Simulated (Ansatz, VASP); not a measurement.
# Two plane-wave programs on BN

File POSCAR:

```
BN
1.0
    2.6775247657      0.0000000000      0.0000000000
   -1.3387623828      2.3188044663      0.0000000000
    0.0000000000      0.0000000000      4.2077449317
B N
2 2
Direct
    0.6666666667      0.3333333333      0.9997995909
    0.3333333333      0.6666666667      0.4997995909
    0.6666666667      0.3333333333      0.6252004091
    0.3333333333      0.6666666667      0.1252004091
```

File INCAR.step1:

```
SYSTEM = BN
ALGO = Normal
EDIFF = 1E-4
ENCUT = 520
GGA = PE
ISMEAR = 0
LASPH = .True.
LCHARG = .False.
LREAL = .False.
LWAVE = .True.
NBANDS = 16
NELM = 60
PREC = Accurate
SIGMA = 0.05
```

Contents of INCAR.step2:

```
SYSTEM = BN
ALGO = Normal
EDIFF = 1E-7
ENCUT = 520
ISIF = 2
ISMEAR = 0
ISTART = 1
LASPH = .True.
LCHARG = .False.
LMIXTAU = .True.
LREAL = .False.
LWAVE = .False.
METAGGA = R2SCAN
NBANDS = 16
NELM = 60
PREC = Accurate
SIGMA = 0.05
```

KPOINTS

```
k-points
0
Gamma
  12 12 6
  0 0 0
```

Input for Ansatz:

```yaml
crystal:
  lattice:
    - [2.6775247657, 0.0, 0.0]
    - [-1.3387623828, 2.3188044663, 0.0]
    - [0.0, 0.0, 4.2077449317]
  atoms:
    - { symbol: B, position: [0.6666666667, 0.3333333333, 0.9997995909] }
    - { symbol: B, position: [0.3333333333, 0.6666666667, 0.4997995909] }
    - { symbol: "N", position: [0.6666666667, 0.3333333333, 0.6252004091] }
    - { symbol: "N", position: [0.3333333333, 0.6666666667, 0.1252004091] }
basis:
  ecutwfc: 500
kpoints:
  mp_grid: { grid: [12, 12, 6] }
hamiltonian:
  xc: r2scan
scf:
  occupations: { method: gaussian, width: 0.05 }
output:
  forces: true
  stress: true
  eigenvalues: true
```

Change from the starting cell: strain +0.0525 x Voigt [1, 1, 0, 0, 0, 0], atoms carried along.

Alike in both runs: task single point; functional r2SCAN; k mesh 12 × 12 × 6; occupations gaussian, width 0.05 eV; no spin polarisation.

```csv
,VASP,Ansatz
version,VASP 6.6.1,Ansatz 0.2.0
potentials or method,"VASP PAW PBE potentials, release 64 (B, N), cutoff 520 eV","scalar-relativistic, plane waves, PAW"
valence electrons in the cell,16,16
```

```csv
,VASP,Ansatz,Ansatz less VASP
gap on the k mesh at the Fermi level (eV),5.98,6.00,+0.026
least direct gap on the mesh (eV),7.98,7.96,-0.016
pressure (GPa),-31.2,-32.0,-0.74
"traceless stress, the component that is largest in VASP (GPa)",26.77,26.61,-0.163
rms of the force components (eV/Å),0.040,0.046,+0.0061
```

VASP's potentials were made for PBE, not for r2SCAN. Atom by atom the forces differ by 0.006 eV/Å (rms over components). Both programs put the cell under strong tension, so it lies far from rest at this level.

Noted on VASP's run: the cell as given lies far from equilibrium.
